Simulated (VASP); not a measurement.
# KI (Pm-3m) in VASP: a series of runs

The runs below take KI through G0W0 quasiparticle levels, with LDA, r2SCAN.

Program: VASP 6.6.1. These are calculated values, not measurements. Logs are shortened: lines on timing, memory, paths and dates and some standing lists are left out, and cuts for length are marked.

### 1 The cell of the first run

Symmetry: Pm-3m, No. 221, cubic system. Conventional cell: a = 4.291 Å, b = 4.291 Å, c = 4.291 Å, α = 90.00°, β = 90.00°, γ = 90.00°. K (site symmetry m-3m) has 8 I at 3.72 Å and 6 K at 4.29 Å within 4.9 Å. Within 4.9 Å of I (site symmetry m-3m) lie 8 K at 3.72 Å and 6 I at 4.29 Å.

### 2 G0W0 quasiparticle levels, LDA

File POSCAR:

```
KI
1.0
    4.2910852121      0.0000000000      0.0000000000
    0.0000000000      4.2910852121      0.0000000000
    0.0000000000      0.0000000000      4.2910852121
K I
1 1
Direct
    0.0000000000      0.0000000000      0.0000000000
    0.5000000000      0.5000000000      0.5000000000
```

File INCAR.step1:

```
SYSTEM = KI
PREC = Accurate ; ENCUT = 500
EDIFF = 1E-8 ; ISMEAR = 0
SIGMA = 0.01 ; LREAL = .False.
LASPH = .True. ; NELM = 80
ALGO = Normal ; LWAVE = .True.
LCHARG = .False. ; GGA = CA
```

File INCAR.step2:

```
SYSTEM = KI
PREC = Accurate ; ENCUT = 500
EDIFF = 1E-8 ; ISMEAR = 0
SIGMA = 0.01 ; LREAL = .False.
LASPH = .True. ; NELM = 1
ALGO = Exact ; LWAVE = .True.
LCHARG = .False. ; GGA = CA
NBANDS = 305 ; LOPTICS = .True.
ISTART = 1
```

File INCAR.step3:

```
SYSTEM = KI
PREC = Accurate ; ENCUT = 500
EDIFF = 1E-8 ; ISMEAR = 0
SIGMA = 0.01 ; LREAL = .False.
LASPH = .True. ; ALGO = EVGW0
LWAVE = .False. ; LCHARG = .False.
GGA = CA ; NELMGW = 1
NBANDS = 305 ; ENCUTGW = 140.0
NOMEGA = 48 ; PRECFOCK = Fast
ISTART = 1 ; NBANDSGW = 16
```

File KPOINTS:

```
Automatic mesh
0
Gamma
  4 4 4
  0 0 0
```

Potentials or basis: VASP PAW LDA potentials, release 64 (K_sv_GW, I_GW).

Run with:

```console
$ cat potpaw_LDA.64/K_sv_GW/POTCAR potpaw_LDA.64/I_GW/POTCAR > POTCAR
$ cp INCAR.step1 INCAR
$ mpirun -np 1 vasp_std > vasp.out
$ cp INCAR.step2 INCAR
$ mpirun -np 1 vasp_std > vasp.out
$ cp INCAR.step3 INCAR
$ mpirun -np 1 vasp_std > vasp.out
```

OUTCAR:

```text
SYSTEM = KI
   PREC = Accurate
   ENCUT = 500
   EDIFF = 1E-8
   ISMEAR = 0
   LREAL = .False.
   LASPH = .True.
   GGA = CA
   NELMGW = 1
   ENCUTGW = 140.0
   PRECFOCK = Fast
   ISTART = 1

 ion  position               nearest neighbor table
   1  0.000  0.000  0.000-
   2  0.500  0.500  0.500-

  LATTYP: Found a simple cubic cell.
 ALAT       =     4.2910852121

  Lattice vectors:

 A1 = (   4.2910852121,   0.0000000000,   0.0000000000)
 A2 = (   0.0000000000,   4.2910852121,   0.0000000000)
 A3 = (   0.0000000000,   0.0000000000,   4.2910852121)

Analysis of symmetry for initial positions (statically):
=====================================================================
 Subroutine PRICEL returns:
 Original cell was already a primitive cell.

 Routine SETGRP: Setting up the symmetry group for a
 simple cubic supercell.

 Subroutine GETGRP returns: Found 48 space group operations
 (whereof 48 operations were pure point group operations)
 out of a pool of 48 trial point group operations.

The static configuration has the point symmetry O_h .

Analysis of symmetry for dynamics (positions and initial velocities):
=====================================================================
 Subroutine PRICEL returns:
 Original cell was already a primitive cell.

 Routine SETGRP: Setting up the symmetry group for a
 simple cubic supercell.

 Subroutine GETGRP returns: Found 48 space group operations
 (whereof 48 operations were pure point group operations)
 out of a pool of 48 trial point group operations.

The dynamic configuration has the point symmetry O_h .

 Subroutine INISYM returns: Found 48 space group operations
 (whereof 48 operations are pure point group operations),
 and found     1 'primitive' translations

----------------------------------------------------------------------------------------

                                     Primitive cell

  volume of cell :      79.0135

  direct lattice vectors                    reciprocal lattice vectors
     4.291085212  0.000000000  0.000000000     0.233041282  0.000000000  0.000000000
     0.000000000  4.291085212  0.000000000     0.000000000  0.233041282  0.000000000
     0.000000000  0.000000000  4.291085212     0.000000000  0.000000000  0.233041282

  length of vectors
     4.291085212  4.291085212  4.291085212     0.233041282  0.233041282  0.233041282

  position of ions in fractional coordinates (direct lattice)
     0.000000000  0.000000000  0.000000000
     0.500000000  0.500000000  0.500000000

  ion indices of the primitive-cell ions
   primitive index   ion index
                 1           1
                 2           2

----------------------------------------------------------------------------------------

 KPOINTS: Automatic mesh

Automatic generation of k-mesh.
 Grid dimensions read from file:
 generate k-points for:    4    4    4

 Generating k-lattice:

  Cartesian coordinates                     Fractional coordinates (reciprocal lattice)
     0.058260321  0.000000000  0.000000000     0.250000000  0.000000000  0.000000000
     0.000000000  0.058260321  0.000000000     0.000000000  0.250000000  0.000000000
     0.000000000  0.000000000  0.058260321     0.000000000  0.000000000  0.250000000

  Length of vectors
     0.058260321  0.058260321  0.058260321

  Shift w.r.t. Gamma in fractional coordinates (k-lattice)
     0.000000000  0.000000000  0.000000000

 Subroutine IBZKPT returns following result:
 ===========================================

 Found     10 irreducible k-points:

 Following reciprocal coordinates:
            Coordinates               Weight
  0.000000  0.000000  0.000000      1.000000
  0.250000  0.000000  0.000000      6.000000
  0.500000  0.000000  0.000000      3.000000
  0.250000  0.250000  0.000000     12.000000
  0.500000  0.250000  0.000000     12.000000
  0.500000  0.500000  0.000000      3.000000
  0.250000  0.250000  0.250000      8.000000
  0.500000  0.250000  0.250000     12.000000
  0.500000  0.500000  0.250000      6.000000
  0.500000  0.500000  0.500000      1.000000
   k-points           NKPTS =     10   k-points in BZ     NKDIM =     64   number of bands    NBANDS=    305
   number of dos      NEDOS =    301   number of ions     NIONS =      2
   total plane-waves  NPLWV =  32768
   dimension x,y,z NGX =    32 NGY =   32 NGZ =   32
   dimension x,y,z NGXF=    64 NGYF=   64 NGZF=   64
   ions per type =               1   1
   NGX,Y,Z   is equivalent  to a cutoff of  12.40, 12.40, 12.40 a.u.
   NGXF,Y,Z  is equivalent  to a cutoff of  24.79, 24.79, 24.79 a.u.
 SYSTEM =  KI
   PREC   = accura    normal or accurate (medium, high low for compatibility)
   ISTART =      1    job   : 0-new  1-cont  2-samecut
   ICHARG =      0    charge: 1-file 2-atom 10-const
   ISPIN  =      1    spin polarized calculation?
   LNONCOLLINEAR =      F non collinear calculations
   LSORBIT =      F    spin-orbit coupling
   LASPH  =      T    aspherical Exc in radial PAW
   ENCUT  =  500.0 eV  36.75 Ry    6.06 a.u.   7.82  7.82  7.82*2*pi/ulx,y,z
   NELM   =     60;   NELMIN=  2; NELMDL=  0     # of ELM steps
   EDIFF  = 0.1E-07   stopping-criterion for ELM
   LREAL  =      F    real-space projection
   EDIFFG = 0.1E-06   stopping-criterion for IOM
   NSW    =      0    number of steps for IOM
   IBRION =     -1    ionic relax: 0-MD 1-quasi-New 2-CG
   NFREE  =      0    steps in history (QN), initial steepest desc. (CG)
   ISIF   =      0    stress and relaxation
   ISYM   =      3    0-nonsym 1-usesym 2-fastsym
   POTIM  = 0.5000    time-step for ionic-motion
   TEBEG  =    0.0;   TEEND  =   0.0 temperature during run
   PSTRESS=    0.0 pullay stress
   NELECT =      16.0000    total number of electrons
   NUPDOWN=      -1.0000    fix difference up-down
   EMIN   =  10.00;   EMAX   =-10.00  energy-range for DOS
   EFERMI =   0.00;   METHOD = LEGACY
   ISMEAR =     0;   SIGMA  =   0.01  broadening in eV -4-tet -1-fermi 0-gaus
   EFERMI_NEDOS =   21; number of points for ismear=-14 and -15
   IALGO  =     38    algorithm
   IMIX   =      4    mixing-type and parameters
     AMIX     =   0.40;   BMIX     =  1.00
     AMIX_MAG =   1.60;   BMIX_MAG =  1.00
  volume/ion in A,a.u.               =      39.51       266.60
  Fermi-wavevector in a.u.,A,eV,Ry     =   0.961349  1.816686 12.574391  0.924192
  Thomas-Fermi vector in A             =   2.090713
   LORBIT       =      0    0 simple, 1 ext, 2 COOP (PROOUT), +10 PAW based schemes
   GGA     = CA    functional components
   LHFCALC =     T    Hartree Fock is set to
   PRECFOCK=fast      Normal, Fast or Accurate (Low or Medium for compatibility)
   ENCUT4O =  -1.0   cutoff for four orbital integrals eV
   NKREDX  =     1    reduce k-point grid by
   NKREDY  =     1    reduce k-point grid by
   NKREDZ  =     1    reduce k-point grid by
   AEXX    =    1.0000 exact exchange contribution
   HFSCREEN=    0.0000 screening length (either q_TF or 0.3 A-1)
   HFSCREENC=   0.0000 screening length for correlation (either q_TF or 0.3 A-1)
   ENCUTFOCK=  -1.0 apply spherical cutoff to Coloumb kernel
   IVDW    =     0    specifies the selected vdW correction
   LEPSILON=     F    determine dielectric tensor
   LRPA    =     F    only Hartree local field effects (RPA)
   LRPAFORCE           =     F    calculate RPA forces
   ENCUTGW             = 140.0    cutoff for response function in eV
   ENCUTGWSOFT         = 112.0    soft cutoff for Coulomb kernel in GW response function in eV
   ENCUTLF             =  -1.0    cutoff for local field effects
   NELMGW              =     1    number of iterations in solving QP/BSE equation
   NELMHF              =     1    number of iterations in the inner HF iteration
   NKREDLFX            =     1    NKREDLFY  =   1   NKREDLFZ  =   1
 non-spin polarized calculation
 Gauss-broadening in eV      SIGMA  =   0.01
  energy-cutoff  :      500.00
  volume of cell :       79.01
 maximum number of plane-waves:      2022
 NGX is ok and might be reduce to    32
  NGX = 18; NGY = 18; NGZ = 18
   NGX = 15   NGY = 15   NGZ = 15
 maximum number of plane-waves:       305
 NGX is ok and might be reduce to    18

 QP shifts <psi_nk| G(iteration)W_0 |psi_nk>: iteration 1
 for sc-GW calculations column KS-energies equals QP-energies in previous step
 and V_xc(KS)=  KS-energies - (<T + V_ion + V_H > + <T+V_H+V_ion>^1  + <V_x>^1)

 k-point   1 :       0.0000    0.0000    0.0000
  band No.  KS-energies  QP-energies   sigma(KS)   V_xc(KS)     V^pw_x(r,r')   Z            occupation Imag(sigma)

      1     -27.2907     -29.0287     -21.0866     -18.2201     -30.6449       0.6063       2.0000       0.8058
      2     -10.9777     -13.6532     -21.2355     -17.7544     -24.5591       0.7686       2.0000       0.1765
      3     -10.9777     -13.6532     -21.2355     -17.7544     -24.5591       0.7686       2.0000       0.1765
      4     -10.9777     -13.6532     -21.2355     -17.7544     -24.5591       0.7686       2.0000       0.1765
      5      -9.5174     -10.6313     -13.7556     -12.2268     -18.9270       0.7286       2.0000       1.3707
      6       1.3375       0.0293     -12.9305     -11.2459     -14.0814       0.7765       2.0000       0.1118
[... 8 lines left out ...]
     15      12.0827      13.8707      -8.5562     -10.8489      -4.4915       0.7799       0.0000      -0.2291
     16      12.0827      13.8707      -8.5562     -10.8489      -4.4915       0.7799       0.0000      -0.2291

 k-point   2 :       0.2500    0.0000    0.0000
  band No.  KS-energies  QP-energies   sigma(KS)   V_xc(KS)     V^pw_x(r,r')   Z            occupation Imag(sigma)

      1     -27.2881     -29.0299     -21.0901     -18.2243     -30.6488       0.6078       2.0000       0.8055
      2     -11.0760     -13.6724     -20.7860     -17.3703     -24.2211       0.7601       2.0000       0.2427
      3     -10.9714     -13.6502     -21.2481     -17.7688     -24.5707       0.7699       2.0000       0.1744
      4     -10.9714     -13.6502     -21.2481     -17.7688     -24.5707       0.7699       2.0000       0.1744
      5      -9.3550     -10.4995     -14.2080     -12.6384     -19.2341       0.7292       2.0000       1.2785
      6       0.1497      -1.1732     -11.9077     -10.1868     -13.2693       0.7687       2.0000       0.1372
[... 8 lines left out ...]
     15      10.3440      11.5594      -7.2194      -8.7571      -3.4042       0.7904       0.0000      -0.1929
     16      11.8090      13.0476      -7.9024      -9.4928      -3.7677       0.7788       0.0000      -0.2737

 k-point   3 :       0.5000    0.0000    0.0000
  band No.  KS-energies  QP-energies   sigma(KS)   V_xc(KS)     V^pw_x(r,r')   Z            occupation Imag(sigma)

      1     -27.2855     -29.0336     -21.0935     -18.2285     -30.6526       0.6102       2.0000       0.8053
      2     -11.1630     -13.7138     -20.4742     -17.0993     -23.9846       0.7558       2.0000       0.2862
      3     -10.9651     -13.6481     -21.2607     -17.7833     -24.5820       0.7715       2.0000       0.1720
      4     -10.9651     -13.6481     -21.2607     -17.7833     -24.5820       0.7715       2.0000       0.1720
      5      -9.1963     -10.3549     -14.5371     -12.9551     -19.4520       0.7324       2.0000       1.2061
      6      -0.6547      -2.0315     -11.5578      -9.7389     -13.1942       0.7569       2.0000       0.1714
[... 114 lines left out ...]
      1     -27.2782     -29.0443     -21.1053     -18.2401     -30.6633       0.6164       2.0000       0.8062
      2     -11.0579     -13.7182     -21.0732     -17.5934     -24.4022       0.7645       2.0000       0.1805
      3     -11.0579     -13.7182     -21.0732     -17.5934     -24.4022       0.7645       2.0000       0.1805
      4     -11.0022     -13.6766     -21.1864     -17.7104     -24.5092       0.7694       2.0000       0.1727
      5      -9.0842     -10.1346     -14.0122     -12.5836     -19.0374       0.7352       2.0000       1.2715
      6      -0.0152      -1.3999     -12.1929     -10.3863     -13.7024       0.7665       2.0000       0.1483
[... 8 lines left out ...]
     15      11.0182      13.1212      -8.6786     -11.3713      -4.6019       0.7810       0.0000      -0.2237
     16      11.3690      14.0656      -9.8210     -13.3000      -5.7567       0.7751       0.0000      -0.2144

 k-point  10 :       0.5000    0.5000    0.5000
  band No.  KS-energies  QP-energies   sigma(KS)   V_xc(KS)     V^pw_x(r,r')   Z            occupation Imag(sigma)

      1     -27.2759     -29.0433     -21.1094     -18.2438     -30.6668       0.6168       2.0000       0.8063
      2     -11.0477     -13.7047     -21.0954     -17.6208     -24.4209       0.7647       2.0000       0.1743
      3     -11.0477     -13.7047     -21.0954     -17.6208     -24.4209       0.7647       2.0000       0.1743
      4     -11.0477     -13.7047     -21.0954     -17.6208     -24.4209       0.7647       2.0000       0.1743
      5      -8.9954     -10.0233     -14.0676     -12.6601     -19.0626       0.7302       2.0000       1.2498
      6       0.0104      -1.3629     -12.1094     -10.3188     -13.5975       0.7670       2.0000       0.1476
[... 8 lines left out ...]
     15      10.5386      11.5862      -6.7963      -8.1294      -2.5892       0.7859       0.0000      -0.2460
     16      11.4204      14.2020      -9.8291     -13.4052      -5.8163       0.7778       0.0000      -0.2307
```

Wall time 6.3 min (1 thread of Intel Xeon 6975P-C (Granite Rapids), shared host); peak memory 1.1 GiB.

What came out:

| Item | Value |
| --- | --- |
| Quasiparticle gap | 5.16 eV |
| Least direct quasiparticle gap | 5.55 eV |
| Band gap of the starting levels on the mesh | 2.99 eV |
| Least direct gap of the starting levels on the mesh | 3.36 eV |

Caveat: the k points lie up to 0.37 Å⁻¹ apart; bands, screening cutoff and mesh are small and nothing is extrapolated, so the quasiparticle values aren't converged; spin-orbit coupling is left out, which moves the levels of the heavy elements.

(Part 1 of 2 ends here.)
